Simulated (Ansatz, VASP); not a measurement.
**Ge: VASP beside Ansatz**

```
CELL_PARAMETERS angstrom
0.00000 2.88366 2.88366
2.88366 0.00000 2.88366
2.88366 2.88366 0.00000
ATOMIC_POSITIONS crystal
Ge 0.50000 0.50000 0.50000
Ge 0.75000 0.75000 0.75000
```

Alike in both runs: task single point; functional PBE; k mesh 6 × 6 × 6; occupations gaussian, width 0.05 eV; no spin polarisation.

|  | VASP | Ansatz |
| --- | --- | --- |
| version | VASP 6.6.1 | Ansatz 0.2.0 |
| potentials or method | VASP PAW PBE potentials, release 64 (Ge_d), cutoff 500 eV | scalar-relativistic, plane waves, PAW |
| valence electrons in the cell | 28 | 28 |

|  | VASP | Ansatz | Ansatz less VASP |
| --- | --- | --- | --- |
| gap on the k mesh at the Fermi level (eV) | none | none | - |
| pressure (GPa) | -0.2 | -0.1 | +0.13 |

A gap of «none» marks a metal or a gap that the smearing closes. The functional is the same, so the differences come from potentials, cutoffs and numerics.
